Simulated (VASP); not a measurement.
Write the native input for VASP 6.6.1 that does the following.

```yaml
Task: single point
Functional: LDA
Potentials_or_basis: VASP PAW LDA potentials, release 64 (Be, B)
Cutoff: 520 eV
k_mesh: 9 × 9 × 8, shifted
Occupations: fermi-dirac, width 0.15 eV
Spin: no spin polarisation
Dipole_correction: no
Further_INCAR_settings: ALGO = Normal; EDIFF = 1e-07; NBANDS = 11
```

The structure of BeB2 lies in POSCAR:

```
BeB2
1.0
    2.7959252011     -0.0000000028      0.0000000000
   -1.3979625982      2.4213422526      0.0000000000
    0.0000000000      0.0000000000      2.5729305886
Be B
1 2
Direct
    0.0000000000      0.0000000000      0.0000000000
    0.3333333333      0.6666666667      0.5000000000
    0.6666666667      0.3333333333      0.5000000000
```

The input as run:

INCAR

```
PREC = Accurate ; ENCUT = 520
EDIFF = 1E-7 ; ISMEAR = -1
SIGMA = 0.15 ; LREAL = False
LASPH = True ; NELM = 60
ALGO = Normal ; ISIF = 2
LWAVE = False ; LCHARG = False
NBANDS = 11
```

KPOINTS

```
Automatic mesh
0
Gamma
  9 9 8
  0 0 0.5
```

Potentials or basis: VASP PAW LDA potentials, release 64 (Be, B).

Command:

```sh
$ cat potpaw_LDA.64/Be/POTCAR potpaw_LDA.64/B/POTCAR > POTCAR
$ mpirun -np 1 vasp_std > vasp.out
```

Results of the run:

```json
{"Pressure": "40.6 GPa", "Band gap on the k mesh": "zero (band 4 reaches 13.81 eV, above the bottom of band 5 at 4.90 eV)"}
```

Run time: 7.2 s on 1 thread of Intel(R) Xeon(R) Platinum 8375C CPU @ 2.90GHz (Ice Lake), with other jobs on the host, peak memory 0.12 GiB.
